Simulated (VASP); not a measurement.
Al2O3:

```
Al O
1.0
     3.01748    0.00000    0.00000
    -1.50874    2.61322    0.00000
     0.00000    0.00000    7.57464
Al O
2 3
Direct
  0.00000 0.00000 0.72205
  0.00000 0.00000 0.27795
  0.00000 0.00000 0.50000
  0.66667 0.33333 0.80055
  0.33333 0.66667 0.19945
```

Base run:

- Program: VASP 6.6.1
- Functional: PBEsol
- Potentials or basis: VASP PAW PBE potentials, release 64 (Al, O)
- Cutoff: 520 eV
- k mesh: 10 × 10 × 4
- Occupations: fermi-dirac, width 0.05 eV
- Spin: no spin polarisation

Its results: band gap on the k mesh 2.19 eV, direct; pressure -3.5 GPa; largest force 0.188 eV/Å.

Question: After a change of settings the same cell gave: band gap on the k mesh 2.19 eV, direct; pressure -7.6 GPa; largest force 0.430 eV/Å. Which change was it?
A. potentials or basis from VASP PAW PBE potentials, release 64 (Al, O) to VASP PAW PBE potentials, release 64 (Al, O_h); cutoff from 520 eV to 910 eV; dispersion from none to D3(BJ)
B. dispersion from none to D3(BJ)
C. functional from PBEsol to LDA; potentials or basis from VASP PAW PBE potentials, release 64 (Al, O) to VASP PAW LDA potentials, release 64 (Al, O)

Answer: C.

Caveats: the PAW data sets were made with another functional, which shifts forces and pressure a little (some runs).
